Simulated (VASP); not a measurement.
The system is SrLaF5.

```
CELL_PARAMETERS angstrom
3.97558 -0.02061 -0.00191
-0.02061 3.92326 -0.00214
-0.00300 -0.00336 6.21945
ATOMIC_POSITIONS crystal
Sr 0.99561 0.97332 0.51501
La 0.52040 0.49105 0.96201
F 0.99410 0.96085 0.00953
F 0.48920 0.00046 0.76205
F 0.99664 0.50150 0.74194
F 0.48375 0.00307 0.25636
F 0.95293 0.50077 0.26736
```

* Program: VASP 6.6.1
* Task: relaxation of cell and atoms
* Functional: PBEsol
* Potentials or basis: VASP PAW PBE potentials, release 64 (Sr_sv, La, F)
* Cutoff: 600 eV
* k mesh: 4 × 4 × 4
* Occupations: fermi-dirac, width 0.05 eV
* Spin: no spin polarisation

At the start: pressure 1.7 GPa; volume 13.86 Å³/atom.

Question: How do energy, volume and symmetry change on relaxing?

Answer: Over 72 steps the energy falls by 133.1 meV/atom; space group P1 (No. 1, to 0.1 Å) before, Pmm2 (No. 25, to 0.1 Å).

The path:
```tsv
step	energy change (eV)	largest force (eV/Å)	pressure (GPa)	volume (Å³)
1	0.0000	4.5461	1.72	97.00
3	-0.7857	0.4198	-3.25	99.12
5	-0.8536	0.3375	0.91	94.85
7	-0.8792	0.2392	0.36	95.05
9	-0.8938	0.1568	-1.05	96.32
11	-0.9044	0.1840	0.50	95.12
13	-0.9104	0.1205	0.44	95.43
15	-0.9128	0.0606	-0.24	96.15
17	-0.9128	0.0589	-0.36	96.20
19	-0.9145	0.0679	0.05	95.94
21	-0.9152	0.0424	0.11	95.96
23	-0.9155	0.0244	-0.07	96.21
25	-0.9155	0.0251	-0.20	96.25
27	-0.9157	0.0246	0.02	96.14
29	-0.9159	0.0162	0.04	96.14
31	-0.9159	0.0451	0.05	96.16
33	-0.9160	0.0279	0.01	96.21
35	-0.9163	0.0347	-0.18	96.40
37	-0.9169	0.0518	-0.11	96.38
39	-0.9182	0.1508	0.28	96.33
41	-0.9184	0.1560	0.28	96.35
43	-0.9185	0.1796	0.44	96.45
45	-0.9191	0.1614	0.35	96.45
47	-0.9217	0.1035	0.01	96.83
49	-0.9225	0.1072	-0.29	97.20
51	-0.9254	0.0984	0.07	97.03
53	-0.9259	0.0991	0.25	96.95
55	-0.9276	0.0625	-0.23	97.44
57	-0.9292	0.0611	0.12	97.17
59	-0.9301	0.0477	-0.06	97.30
61	-0.9309	0.0341	-0.01	97.22
63	-0.9314	0.0241	-0.08	97.19
65	-0.9316	0.0217	0.01	97.12
67	-0.9317	0.0139	-0.03	97.11
69	-0.9318	0.0131	0.04	97.00
71	-0.9318	0.0127	0.04	96.97
72	-0.9318	0.0098	0.02	97.01
```

Final structure:
```yaml
crystal:
  lattice:
    - [3.93178, 0.00170, -0.00001]
    - [-0.00030, 4.03693, -0.00005]
    - [-0.00055, -0.00016, 6.11173]
  atoms:
    - { symbol: Sr, position: [0.99034, 0.98580, 0.50217] }
    - { symbol: La, position: [0.48972, 0.55509, 0.00197] }
    - { symbol: F, position: [0.99052, 0.93052, 0.00201] }
    - { symbol: F, position: [0.49028, 0.00237, 0.73806] }
    - { symbol: F, position: [0.99072, 0.47775, 0.73492] }
    - { symbol: F, position: [0.49031, 0.00186, 0.26601] }
    - { symbol: F, position: [0.99072, 0.47762, 0.26913] }
```

Caveat: the PAW data sets were made with another functional, which shifts forces and pressure a little.
